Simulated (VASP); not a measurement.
# NiO2 (P-3m1) in VASP: a series of runs

The runs below take NiO2 through single point, with PBEsol.

Program: VASP 6.6.1. These are calculated values, not measurements. Logs are shortened: lines on timing, memory, paths and dates and some standing lists are left out, and cuts for length are marked.

### Step 1. The cell of the first run

It takes space group P-3m1 (No. 164, trigonal). Conventional cell: a = 2.748 Å, b = 2.748 Å, c = 5.104 Å, α = 90.00°, β = 90.00°, γ = 120.00°. Within 2.3 Å of Ni (site symmetry -3m) lie 6 O at 1.73 Å. O (site symmetry 3m) has 3 Ni at 1.73 Å and 3 O at 2.12 Å within 2.3 Å.

### Step 2. Single point, PBEsol

INCAR reads:

```
SYSTEM = NiO2
  ALGO = Normal
  EDIFF = 1E-6
  ENCUT = 700
  GGA = PS
  GGA_COMPAT = .FALSE.
  ISIF = 2
  ISMEAR = 0
  LASPH = .TRUE.
  LCHARG = .FALSE.
  LREAL = .FALSE.
  LWAVE = .FALSE.
  NBANDS = 22
  NELM = 120
  PREC = Accurate
  SIGMA = 0.05
```

KPOINTS reads:

```
k-points
0
G
  12 12 6
  0 0 0
```

POSCAR reads:

```
NiO2
1.0
    2.7478231521      0.0000000000      0.0000000000
   -1.3739115761      2.3796846548      0.0000000000
    0.0000000000      0.0000000000      5.1043562873
Ni O
1 2
Direct
    0.0000000000      0.0000000000      0.5000000000
    0.6666666667      0.3333333333      0.6373845568
    0.3333333333      0.6666666667      0.3626154432
```

Potentials or basis: VASP PAW PBE potentials, release 64 (Ni_sv_GW, O).

Started as:

```console
$ cat potpaw_PBE.64/Ni_sv_GW/POTCAR potpaw_PBE.64/O/POTCAR > POTCAR
$ mpirun -np 1 vasp_std > vasp.out
```

OUTCAR:

```text
SYSTEM = NiO2
   EDIFF = 1E-6
   ENCUT = 700
   GGA = PS
   ISIF = 2
   ISMEAR = 0
   LASPH = .TRUE.
   LREAL = .FALSE.
   NELM = 120
   PREC = Accurate

 ion  position               nearest neighbor table
   1  0.000  0.000  0.500-   2 1.73   3 1.73   2 1.73   3 1.73   2 1.73   3 1.73
   2  0.667  0.333  0.637-   1 1.73   1 1.73   1 1.73
   3  0.333  0.667  0.363-   1 1.73   1 1.73   1 1.73

  LATTYP: Found a hexagonal cell.
 ALAT       =     2.7478231521
 C/A-ratio  =     1.8576000000

  Lattice vectors:

 A1 = (   2.7478231521,   0.0000000000,   0.0000000000)
 A2 = (  -1.3739115761,   2.3796846548,   0.0000000000)
 A3 = (   0.0000000000,   0.0000000000,   5.1043562873)

Analysis of symmetry for initial positions (statically):
=====================================================================
 Subroutine PRICEL returns:
 Original cell was already a primitive cell.

 Routine SETGRP: Setting up the symmetry group for a
 hexagonal supercell.

 Subroutine GETGRP returns: Found 12 space group operations
 (whereof 12 operations were pure point group operations)
 out of a pool of 24 trial point group operations.

The static configuration has the point symmetry D_3d.

Analysis of symmetry for dynamics (positions and initial velocities):
=====================================================================
 Subroutine PRICEL returns:
 Original cell was already a primitive cell.

 Routine SETGRP: Setting up the symmetry group for a
 hexagonal supercell.

 Subroutine GETGRP returns: Found 12 space group operations
 (whereof 12 operations were pure point group operations)
 out of a pool of 24 trial point group operations.

The dynamic configuration has the point symmetry D_3d.

 Subroutine INISYM returns: Found 12 space group operations
 (whereof 12 operations are pure point group operations),
 and found     1 'primitive' translations

----------------------------------------------------------------------------------------

                                     Primitive cell

  volume of cell :      33.3771

  direct lattice vectors                    reciprocal lattice vectors
     2.747823152  0.000000000  0.000000000     0.363924439  0.210111873  0.000000000
    -1.373911576  2.379684655  0.000000000     0.000000000  0.420223746  0.000000000
     0.000000000  0.000000000  5.104356287     0.000000000  0.000000000  0.195911089

  length of vectors
     2.747823152  2.747823152  5.104356287     0.420223746  0.420223746  0.195911089

  position of ions in fractional coordinates (direct lattice)
     0.000000000  0.000000000  0.500000000
     0.666666667  0.333333333  0.637384557
     0.333333333  0.666666667  0.362615443

  ion indices of the primitive-cell ions
   primitive index   ion index
                 1           1
                 2           2
                 3           3

----------------------------------------------------------------------------------------

 KPOINTS: k-points

Automatic generation of k-mesh.
 Grid dimensions read from file:
 generate k-points for:   12   12    6

 Generating k-lattice:

  Cartesian coordinates                     Fractional coordinates (reciprocal lattice)
     0.030327037  0.017509323  0.000000000     0.083333333  0.000000000  0.000000000
     0.000000000  0.035018646  0.000000000     0.000000000  0.083333333  0.000000000
     0.000000000  0.000000000  0.032651848     0.000000000  0.000000000  0.166666667

  Length of vectors
     0.035018646  0.035018646  0.032651848

  Shift w.r.t. Gamma in fractional coordinates (k-lattice)
     0.000000000  0.000000000  0.000000000

 Subroutine IBZKPT returns following result:
 ===========================================

 Found    100 irreducible k-points:

 Following reciprocal coordinates:
            Coordinates               Weight
  0.000000  0.000000  0.000000      1.000000
  0.083333 -0.000000  0.000000      6.000000
  0.166667 -0.000000  0.000000      6.000000
  0.250000 -0.000000  0.000000      6.000000
  0.333333 -0.000000  0.000000      6.000000
  0.416667  0.000000  0.000000      6.000000
[... 16 lines left out ...]
  0.166667 -0.000000  0.166667      6.000000
  0.000000  0.166667  0.166667      6.000000
 [... further k-points ...]
   k-points           NKPTS =    100   k-points in BZ     NKDIM =    100   number of bands    NBANDS=     22
   number of dos      NEDOS =    301   number of ions     NIONS =      3
   total plane-waves  NPLWV =  27648
   dimension x,y,z NGX =    24 NGY =   24 NGZ =   48
   dimension x,y,z NGXF=    48 NGYF=   48 NGZF=   96
   ions per type =               1   2
   NGX,Y,Z   is equivalent  to a cutoff of  14.52, 14.52, 15.63 a.u.
   NGXF,Y,Z  is equivalent  to a cutoff of  29.04, 29.04, 31.27 a.u.
 SYSTEM =  NiO2
   PREC   = accura    normal or accurate (medium, high low for compatibility)
   ISTART =      0    job   : 0-new  1-cont  2-samecut
   ICHARG =      2    charge: 1-file 2-atom 10-const
   ISPIN  =      1    spin polarized calculation?
   LNONCOLLINEAR =      F non collinear calculations
   LSORBIT =      F    spin-orbit coupling
   LASPH  =      T    aspherical Exc in radial PAW
   ENCUT  =  700.0 eV  51.45 Ry    7.17 a.u.   5.93  5.93 11.01*2*pi/ulx,y,z
   NELM   =    120;   NELMIN=  2; NELMDL= -5     # of ELM steps
   EDIFF  = 0.1E-05   stopping-criterion for ELM
   LREAL  =      F    real-space projection
   EDIFFG = 0.1E-04   stopping-criterion for IOM
   NSW    =      0    number of steps for IOM
   IBRION =     -1    ionic relax: 0-MD 1-quasi-New 2-CG
   NFREE  =      0    steps in history (QN), initial steepest desc. (CG)
   ISIF   =      2    stress and relaxation
   ISYM   =      2    0-nonsym 1-usesym 2-fastsym
   POTIM  = 0.5000    time-step for ionic-motion
   TEBEG  =    0.0;   TEEND  =   0.0 temperature during run
   PSTRESS=    0.0 pullay stress
   NELECT =      30.0000    total number of electrons
   NUPDOWN=      -1.0000    fix difference up-down
   EMIN   =  10.00;   EMAX   =-10.00  energy-range for DOS
   EFERMI =   0.00;   METHOD = LEGACY
   ISMEAR =     0;   SIGMA  =   0.05  broadening in eV -4-tet -1-fermi 0-gaus
   EFERMI_NEDOS =   21; number of points for ismear=-14 and -15
   IALGO  =     38    algorithm
   IMIX   =      4    mixing-type and parameters
     AMIX     =   0.40;   BMIX     =  1.00
     AMIX_MAG =   1.60;   BMIX_MAG =  1.00
  volume/ion in A,a.u.               =      11.13        75.08
  Fermi-wavevector in a.u.,A,eV,Ry     =   1.579909  2.985596 33.961690  2.496114
  Thomas-Fermi vector in A             =   2.680217
   LORBIT       =      0    0 simple, 1 ext, 2 COOP (PROOUT), +10 PAW based schemes
   GGA     = PS    functional components
   LHFCALC =     F    Hartree Fock is set to
   AEXX    =    0.0000 exact exchange contribution
   IVDW    =     0    specifies the selected vdW correction
   LEPSILON=     F    determine dielectric tensor
   LRPA    =     F    only Hartree local field effects (RPA)
 non-spin polarized calculation
 Gauss-broadening in eV      SIGMA  =   0.05
  energy-cutoff  :      700.00
  volume of cell :       33.38
 maximum number of plane-waves:      1422
   NGX = 11   NGY = 11   NGZ = 23

 number of electron      30.0000011 magnetization

 Free energy of the ion-electron system (eV)
  ---------------------------------------------------
  ext. energy  EPLUGINS =         0.00000000
  ---------------------------------------------------
  free energy    TOTEN  =       -18.32357402 eV

  energy without entropy =      -18.32357402  energy(sigma->0) =      -18.32357402

 E-fermi :   2.7807     XC(G=0): -10.1494

 val. band max:        2.2771238048   @ k =   0.0000   0.0000   0.5000
 cond. band min:       3.2493613021   @ k =   0.3333  -0.0000   0.3333
 fundamental gap:      0.9722374973
 Fermi energy:         2.7807421183

 k-point     1 :       0.0000    0.0000    0.0000
  band No.  band energies     occupation
      1    -102.5360      2.00000
      2     -63.3086      2.00000
      3     -63.3086      2.00000
      4     -62.5304      2.00000
      5     -20.0986      2.00000
      6     -15.2071      2.00000
[... 14 lines left out ...]
     21      20.1394      0.00000
     22      21.7401      0.00000

 k-point     2 :       0.0833   -0.0000    0.0000
  band No.  band energies     occupation
      1    -102.5358      2.00000
      2     -63.3142      2.00000
      3     -63.3100      2.00000
      4     -62.5298      2.00000
      5     -19.9772      2.00000
      6     -15.2849      2.00000
[... 14 lines left out ...]
     21      20.2906      0.00000
     22      21.1399      0.00000

 k-point     3 :       0.1667   -0.0000    0.0000
  band No.  band energies     occupation
      1    -102.5345      2.00000
      2     -63.3291      2.00000
      3     -63.3136      2.00000
      4     -62.5280      2.00000
      5     -19.6271      2.00000
      6     -15.5017      2.00000
[... 14 lines left out ...]
     21      19.9626      0.00000
     22      20.6485      0.00000

 k-point     4 :       0.2500   -0.0000    0.0000
  band No.  band energies     occupation
      1    -102.5327      2.00000
      2     -63.3495      2.00000
      3     -63.3184      2.00000
      4     -62.5253      2.00000
      5     -19.0918      2.00000
      6     -15.8176      2.00000
[... 14 lines left out ...]
     21      18.9493      0.00000
     22      20.4570      0.00000

 k-point     5 :       0.3333   -0.0000    0.0000
  band No.  band energies     occupation
      1    -102.5308      2.00000
      2     -63.3698      2.00000
      3     -63.3232      2.00000
      4     -62.5226      2.00000
      5     -18.4450      2.00000
      6     -16.1933      2.00000
[... 417 lines left out ...]
 k-point    22 :       0.0000    0.0833    0.1667
  band No.  band energies     occupation
      1    -102.5358      2.00000
      2     -63.3142      2.00000
      3     -63.3100      2.00000
      4     -62.5298      2.00000
      5     -19.9753      2.00000
      6     -15.2911      2.00000
[... 14 lines left out ...]
     21      20.7923      0.00000
     22      21.3794      0.00000

 k-point    23 :       0.1667   -0.0000    0.1667
  band No.  band energies     occupation
      1    -102.5344      2.00000
      2     -63.3291      2.00000
      3     -63.3135      2.00000
      4     -62.5279      2.00000
      5     -19.6254      2.00000
      6     -15.5064      2.00000
[... 14 lines left out ...]
     21      19.9904      0.00000
     22      21.4277      0.00000

 k-point    24 :       0.0000    0.1667    0.1667
  band No.  band energies     occupation
      1    -102.5344      2.00000
      2     -63.3291      2.00000
      3     -63.3136      2.00000
      4     -62.5279      2.00000
      5     -19.6253      2.00000
      6     -15.5067      2.00000
[... 14 lines left out ...]
     21      19.7029      0.00000
     22      21.2891      0.00000

 [... further k-points ...]

------------------------ aborting loop because EDIFF is reached ----------------------------------------

  FORCE on cell =-STRESS in cart. coord.  units (eV):
  Direction    XX          YY          ZZ          XY          YZ          ZX
  --------------------------------------------------------------------------------------
  -------------------------------------------------------------------------------------
  Total       11.4972033     11.4972033      8.2673445     -0.0000000      0.0000000      0.0000000
  in kB      551.8913972    551.8913972    396.8509734     -0.0000000      0.0000000      0.0000000
  external PRESSURE =     500.2112559 kB  Pullay stress =       0.0000000 kB

 VOLUME and BASIS-vectors are now :
 -----------------------------------------------------------------------------
  energy-cutoff  :      700.00
  volume of cell :       33.38
      direct lattice vectors                 reciprocal lattice vectors
     2.747823152  0.000000000  0.000000000     0.363924439  0.210111873  0.000000000
    -1.373911576  2.379684655  0.000000000     0.000000000  0.420223746  0.000000000
     0.000000000  0.000000000  5.104356287     0.000000000  0.000000000  0.195911089

 POSITION                                       TOTAL-FORCE (eV/Angst)
 -----------------------------------------------------------------------------------
      0.00000      0.00000      2.55218         0.000000      0.000000      0.000000
      1.37391      0.79323      3.25344         0.000000      0.000000      6.045348
     -0.00000      1.58646      1.85092        -0.000000      0.000000     -6.045348
 -----------------------------------------------------------------------------------
    total drift:                                0.000000      0.000000      0.000000

  FREE ENERGIE OF THE ION-ELECTRON SYSTEM (eV)
  ---------------------------------------------------
  free  energy   TOTEN  =       -18.3235740185 eV

  energy  without entropy=      -18.3235740185  energy(sigma->0) =      -18.32357402
```

Run time: 1.7 min. Hardware: 1 thread of Intel Xeon Platinum 8259CL at 2.50GHz (Skylake/Cascade Lake), shared host; peak memory 0.27 GiB.

Results:

```yaml
Free_energy: -18.3236 eV
Pressure: 50.0 GPa
Largest_force: 6.045 eV/Å
Band_gap_on_the_k_mesh: 0.97 eV (least direct gap 1.59 eV)
```

Forces in eV/Å, atoms in the order of the input:
```
Ni   0.000  0.000  0.000
O    0.000  0.000  6.045
O    0.000  0.000 -6.045
```

Caveat: the stress differs along the axes, from 40 to 55 GPa; the PAW data sets were made with another functional, which shifts forces and pressure a little; the run has no spin polarisation, though such a crystal can be magnetic. Spin polarisation is off, so any magnetic state and its effect on volume and gap are missing.

### Step 3. Single point, PBEsol

This run uses another cell than the first one, of the same volume but with other edges.

INCAR reads:

```
SYSTEM = NiO2
ALGO     = Normal         ! electronic algorithm
EDIFF    = 1E-6           ! SCF threshold, eV
ENCUT    = 700            ! plane-wave cutoff, eV
GGA      = PS             ! functional
GGA_COMPAT= .False.      
ISIF     = 2              ! what is computed and relaxed
ISMEAR   = 0              ! smearing method
LASPH    = .True.         ! aspherical terms in the spheres
LCHARG   = .False.        ! write CHGCAR
LREAL    = .False.        ! projectors in reciprocal space
LWAVE    = .False.        ! write WAVECAR
NBANDS   = 22             ! bands
NELM     = 120            ! most SCF steps
PREC     = Accurate       ! precision mode
SIGMA    = 0.05           ! smearing width, eV
```

KPOINTS reads:

```
k-points
0
Gamma
  12 12 6
  0 0 0
```

POSCAR reads:

```
NiO2
1.0
    2.8624235356      0.0000000000      0.0000000000
   -1.4312117678      2.4789314982      0.0000000000
    0.0000000000      0.0000000000      4.7038205961
Ni O
1 2
Direct
    0.0000000000      0.0000000000      0.5000000000
    0.6666666667      0.3333333333      0.6625222406
    0.3333333333      0.6666666667      0.3374777594
```

Potentials or basis: VASP PAW PBE potentials, release 64 (Ni_sv_GW, O).

Started as:

```console
$ cat potpaw_PBE.64/Ni_sv_GW/POTCAR potpaw_PBE.64/O/POTCAR > POTCAR
$ mpirun -np 1 vasp_std > vasp.out
```

Wall time 62 s (1 thread of Intel Xeon 6975P-C (Granite Rapids), shared host); peak memory 0.27 GiB.

It converged, with:

- Free energy: -19.3951 eV
- Pressure: 12.1 GPa
- Largest force: 2.590 eV/Å
- Band gap on the k mesh: 0.77 eV (least direct gap 1.22 eV)

Forces on the atoms (eV/Å):
```
Ni   0.000  0.000  0.000
O    0.000  0.000  2.590
O    0.000  0.000 -2.590
```

Stress tensor (GPa, compression positive):
```
 9.14  0.00  0.00
 0.00  9.14  0.00
 0.00  0.00 18.07
```

Levels at points of the mesh, in eV from the valence-band top:
```
           k point  band 13  band 14  band 15  band 16  band 17  band 18
(0.00, 0.00, 0.00)    -1.70    -1.53    -0.14     2.29     2.29     6.91
(0.50, 0.00, 0.00)    -2.12    -1.84    -1.12     1.19     2.31    12.00
(0.00, 0.00, 0.50)    -1.71    -1.71     0.00     2.31     2.31     8.52
(0.50, 0.00, 0.50)    -2.10    -1.53    -1.16     1.17     2.28    10.85
```

Caveat: the stress differs along the axes, from 9 to 18 GPa; the PAW data sets were made with another functional, which shifts forces and pressure a little; the run has no spin polarisation, though such a crystal can be magnetic.

[end of part 1 of 2]
